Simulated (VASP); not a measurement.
# P (I4_1/amd) in VASP: single point with PBE

Aim: the single point of P with PBE.

Everything below comes from runs of VASP 6.6.1. Logs are shortened: lines on timing, memory, paths and dates and some standing lists are left out, and cuts for length are marked.

### Step 1. The cell of the first run

It takes space group I4_1/amd (No. 141, tetragonal). The conventional cell has a = 4.884 Å, b = 4.884 Å, c = 2.522 Å, α = 90.00°, β = 90.00°, γ = 90.00°. P (site symmetry -4m2) has 10 P at 2.52 to 3.09 Å within 3.3 Å.

### Step 2. Single point, PBE

Contents of INCAR:

```
  PREC = Accurate
  ENCUT = 520
  EDIFF = 1E-6
  ISMEAR = 0
  SIGMA = 0.1
  LREAL = False
  LASPH = True
  NELM = 80
  ALGO = Normal
  ISIF = 2
  LWAVE = False
  LCHARG = False
  GGA = PE
  NBANDS = 12
```

Contents of KPOINTS:

```
regular mesh
0
Gamma
  24 24 24
```

Contents of POSCAR:

```
P
1.0
   -2.4421079037      2.4421079037      1.2610630083
    2.4421079037     -2.4421079037      1.2610630083
    2.4421079037      2.4421079037     -1.2610630083
P
2
Direct
    0.0000000000      0.0000000000      0.0000000000
    0.7500000000      0.2500000000      0.5000000000
```

Potentials or basis: VASP PAW PBE potentials, release 64 (P).

Launch:

```
cat potpaw_PBE.64/P/POTCAR > POTCAR
mpirun -np 1 vasp_std > vasp.out
```

OUTCAR:

```text
PREC = Accurate
   ENCUT = 520
   EDIFF = 1E-6
   ISMEAR = 0
   LREAL = False
   LASPH = True
   NELM = 80
   ISIF = 2
   GGA = PE

 ion  position               nearest neighbor table
   1  0.000  0.000  0.000-   2 2.52   2 2.52   2 2.52   2 2.52
   2  0.750  0.250  0.500-   1 2.52   1 2.52   1 2.52   1 2.52

  LATTYP: Found a body centered tetragonal cell.
 ALAT       =     4.8842158074
 C/A-ratio  =     0.5163830011

  Lattice vectors:

 A1 = (  -2.4421079037,   2.4421079037,   1.2610630083)
 A2 = (   2.4421079037,  -2.4421079037,   1.2610630083)
 A3 = (   2.4421079037,   2.4421079037,  -1.2610630083)

Analysis of symmetry for initial positions (statically):
=====================================================================
 Subroutine PRICEL returns:
 Original cell was already a primitive cell.

 Routine SETGRP: Setting up the symmetry group for a
 body centered tetragonal supercell.

 Subroutine GETGRP returns: Found 16 space group operations
 (whereof  8 operations were pure point group operations)
 out of a pool of 16 trial point group operations.

The static configuration has the point symmetry D_2d.
 The point group associated with its full space group is D_4h.

Analysis of symmetry for dynamics (positions and initial velocities):
=====================================================================
 Subroutine PRICEL returns:
 Original cell was already a primitive cell.

 Routine SETGRP: Setting up the symmetry group for a
 body centered tetragonal supercell.

 Subroutine GETGRP returns: Found 16 space group operations
 (whereof  8 operations were pure point group operations)
 out of a pool of 16 trial point group operations.

The dynamic configuration has the point symmetry D_2d.
 The point group associated with its full space group is D_4h.

 Subroutine INISYM returns: Found 16 space group operations
 (whereof  8 operations are pure point group operations),
 and found     1 'primitive' translations

----------------------------------------------------------------------------------------

                                     Primitive cell

  volume of cell :      30.0834

  direct lattice vectors                    reciprocal lattice vectors
    -2.442107904  2.442107904  1.261063008     0.000000000  0.204741158  0.396490894
     2.442107904 -2.442107904  1.261063008     0.204741158  0.000000000  0.396490894
     2.442107904  2.442107904 -1.261063008     0.204741158  0.204741158  0.000000000

  length of vectors
     3.676691711  3.676691711  3.676691711     0.446233091  0.446233091  0.289547722

  position of ions in fractional coordinates (direct lattice)
     0.000000000  0.000000000  0.000000000
     0.750000000  0.250000000  0.500000000

  ion indices of the primitive-cell ions
   primitive index   ion index
                 1           1
                 2           2

----------------------------------------------------------------------------------------

 KPOINTS: regular mesh

Automatic generation of k-mesh.
 Grid dimensions read from file:
 generate k-points for:   24   24   24

 Generating k-lattice:

  Cartesian coordinates                     Fractional coordinates (reciprocal lattice)
     0.000000000  0.008530882  0.016520454     0.041666667  0.000000000  0.000000000
     0.008530882  0.000000000  0.016520454     0.000000000  0.041666667  0.000000000
     0.008530882  0.008530882  0.000000000     0.000000000  0.000000000  0.041666667

  Length of vectors
     0.018593045  0.018593045  0.012064488

  Shift w.r.t. Gamma in fractional coordinates (k-lattice)
     0.000000000  0.000000000  0.000000000

 Subroutine IBZKPT returns following result:
 ===========================================

 Found   1063 irreducible k-points:

 Following reciprocal coordinates:
            Coordinates               Weight
  0.000000  0.000000  0.000000      1.000000
  0.041667  0.000000  0.000000      8.000000
  0.083333 -0.000000  0.000000      8.000000
  0.125000  0.000000  0.000000      8.000000
  0.166667  0.000000  0.000000      8.000000
  0.208333  0.000000 -0.000000      8.000000
[... 16 lines left out ...]
  0.416667  0.041667  0.000000     16.000000
  0.458333  0.041667 -0.000000     16.000000
 [... further k-points ...]
   k-points           NKPTS =   1063   k-points in BZ     NKDIM =   1063   number of bands    NBANDS=     12
   number of dos      NEDOS =    301   number of ions     NIONS =      2
   total plane-waves  NPLWV =  21952
   dimension x,y,z NGX =    28 NGY =   28 NGZ =   28
   dimension x,y,z NGXF=    56 NGYF=   56 NGZF=   56
   ions per type =               2
   NGX,Y,Z   is equivalent  to a cutoff of  12.66, 12.66, 12.66 a.u.
   NGXF,Y,Z  is equivalent  to a cutoff of  25.32, 25.32, 25.32 a.u.
 SYSTEM =  unknown system
   PREC   = accura    normal or accurate (medium, high low for compatibility)
   ISTART =      0    job   : 0-new  1-cont  2-samecut
   ICHARG =      2    charge: 1-file 2-atom 10-const
   ISPIN  =      1    spin polarized calculation?
   LNONCOLLINEAR =      F non collinear calculations
   LSORBIT =      F    spin-orbit coupling
   LASPH  =      T    aspherical Exc in radial PAW
   ENCUT  =  520.0 eV  38.22 Ry    6.18 a.u.   6.84  6.84  6.84*2*pi/ulx,y,z
   NELM   =     80;   NELMIN=  2; NELMDL= -5     # of ELM steps
   EDIFF  = 0.1E-05   stopping-criterion for ELM
   LREAL  =      F    real-space projection
   EDIFFG = 0.1E-04   stopping-criterion for IOM
   NSW    =      0    number of steps for IOM
   IBRION =     -1    ionic relax: 0-MD 1-quasi-New 2-CG
   NFREE  =      0    steps in history (QN), initial steepest desc. (CG)
   ISIF   =      2    stress and relaxation
   ISYM   =      2    0-nonsym 1-usesym 2-fastsym
   POTIM  = 0.5000    time-step for ionic-motion
   TEBEG  =    0.0;   TEEND  =   0.0 temperature during run
   PSTRESS=    0.0 pullay stress
   NELECT =      10.0000    total number of electrons
   NUPDOWN=      -1.0000    fix difference up-down
   EMIN   =  10.00;   EMAX   =-10.00  energy-range for DOS
   EFERMI =   0.00;   METHOD = LEGACY
   ISMEAR =     0;   SIGMA  =   0.10  broadening in eV -4-tet -1-fermi 0-gaus
   EFERMI_NEDOS =   21; number of points for ismear=-14 and -15
   IALGO  =     38    algorithm
   IMIX   =      4    mixing-type and parameters
     AMIX     =   0.40;   BMIX     =  1.00
     AMIX_MAG =   1.60;   BMIX_MAG =  1.00
  volume/ion in A,a.u.               =      15.04       101.51
  Fermi-wavevector in a.u.,A,eV,Ry     =   1.134051  2.143046 17.498074  1.286072
  Thomas-Fermi vector in A             =   2.270755
   LORBIT       =      0    0 simple, 1 ext, 2 COOP (PROOUT), +10 PAW based schemes
   GGA     = PE    functional components
   LHFCALC =     F    Hartree Fock is set to
   AEXX    =    0.0000 exact exchange contribution
   IVDW    =     0    specifies the selected vdW correction
   LEPSILON=     F    determine dielectric tensor
   LRPA    =     F    only Hartree local field effects (RPA)
 non-spin polarized calculation
 Gauss-broadening in eV      SIGMA  =   0.10
  energy-cutoff  :      520.00
  volume of cell :       30.08
 maximum number of plane-waves:       822
   NGX = 13   NGY = 13   NGZ = 13

 number of electron      10.0000001 magnetization

 Free energy of the ion-electron system (eV)
  ---------------------------------------------------
  ext. energy  EPLUGINS =         0.00000000
  ---------------------------------------------------
  free energy    TOTEN  =        -9.94595268 eV

  energy without entropy =       -9.94125405  energy(sigma->0) =       -9.94360337

 E-fermi :   9.4154     XC(G=0): -11.2098

 val. band max:        9.4136138862   @ k =  -0.4167   0.1667   0.0417
 cond. band min:       9.4158307597   @ k =  -0.2500   0.4167   0.0833
 fundamental gap:      0.0022168734
 Fermi energy:         9.4154281230

 k-point     1 :       0.0000    0.0000    0.0000
  band No.  band energies     occupation
      1      -6.8623      2.00000
      2       2.0569      2.00000
      3       4.3884      2.00000
      4       4.3884      2.00000
      5      10.6258      0.00000
      6      14.0497      0.00000
      7      14.0497      0.00000
      8      15.2333      0.00000
      9      15.9690      0.00000
     10      17.5945      0.00000
     11      18.4300      0.00000
     12      21.1123      0.00000

 k-point     2 :       0.0417    0.0000    0.0000
  band No.  band energies     occupation
      1      -6.8144      2.00000
      2       2.0126      2.00000
      3       4.3914      2.00000
      4       4.5182      2.00000
      5      10.7131      0.00000
      6      13.8162      0.00000
      7      14.0603      0.00000
      8      15.0665      0.00000
      9      15.4356      0.00000
     10      17.5198      0.00000
     11      18.8814      0.00000
     12      21.5772      0.00000

 k-point     3 :       0.0833   -0.0000    0.0000
  band No.  band energies     occupation
      1      -6.6707      2.00000
      2       1.9110      2.00000
      3       4.4036      2.00000
      4       4.8753      2.00000
      5      10.9707      0.00000
      6      13.2342      0.00000
      7      14.0840      0.00000
      8      14.2906      0.00000
      9      14.5317      0.00000
     10      17.5785      0.00000
     11      19.6980      0.00000
     12      21.3665      0.00000
[... 286 lines left out ...]
 k-point    23 :       0.4167    0.0417    0.0000
  band No.  band energies     occupation
      1      -1.5812      2.00000
      2       1.3942      2.00000
      3       4.0823      2.00000
      4       4.9201      2.00000
      5       5.9776      2.00000
      6      10.0013      0.00000
      7      10.3788      0.00000
      8      12.1168      0.00000
      9      15.2589      0.00000
     10      18.5905      0.00000
     11      19.1945      0.00000
     12      19.6299      0.00000

 k-point    24 :       0.4583    0.0417   -0.0000
  band No.  band energies     occupation
      1      -0.9727      2.00000
      2       0.7452      2.00000
      3       4.0739      2.00000
      4       4.7375      2.00000
      5       5.9735      2.00000
      6       9.9008      0.00000
      7      10.4093      0.00000
      8      12.2584      0.00000
      9      15.7549      0.00000
     10      18.3114      0.00000
     11      19.1269      0.00000
     12      20.3510      0.00000

 [... further k-points ...]

------------------------ aborting loop because EDIFF is reached ----------------------------------------

  FORCE on cell =-STRESS in cart. coord.  units (eV):
  Direction    XX          YY          ZZ          XY          YZ          ZX
  --------------------------------------------------------------------------------------
  -------------------------------------------------------------------------------------
  Total       -0.0310647     -0.0310647     -0.0436523      0.0000000      0.0000000      0.0000000
  in kB       -1.6544423     -1.6544423     -2.3248322      0.0000000      0.0000000      0.0000000
  external PRESSURE =      -1.8779056 kB  Pullay stress =       0.0000000 kB

 VOLUME and BASIS-vectors are now :
 -----------------------------------------------------------------------------
  energy-cutoff  :      520.00
  volume of cell :       30.08
      direct lattice vectors                 reciprocal lattice vectors
    -2.442107904  2.442107904  1.261063008     0.000000000  0.204741158  0.396490894
     2.442107904 -2.442107904  1.261063008     0.204741158  0.000000000  0.396490894
     2.442107904  2.442107904 -1.261063008     0.204741158  0.204741158  0.000000000

 POSITION                                       TOTAL-FORCE (eV/Angst)
 -----------------------------------------------------------------------------------
      0.00000      0.00000      0.00000        -0.000000      0.000000      0.000000
      0.00000      2.44211      0.63053         0.000000     -0.000000     -0.000000
 -----------------------------------------------------------------------------------
    total drift:                               -0.000000      0.000000     -0.000000

  FREE ENERGIE OF THE ION-ELECTRON SYSTEM (eV)
  ---------------------------------------------------
  free  energy   TOTEN  =        -9.9459526843 eV

  energy  without entropy=       -9.9412540483  energy(sigma->0) =       -9.94360337
```

Wall time 1.8 min (1 thread of Intel Xeon 6975P-C (Granite Rapids), shared host); peak memory 0.39 GiB.

Results:

| Item | Value |
| --- | --- |
| Free energy | -9.9460 eV |
| Pressure | -0.2 GPa |
| Band gap on the k mesh | zero (bands 5 and 6 overlap by 7.91 eV) |
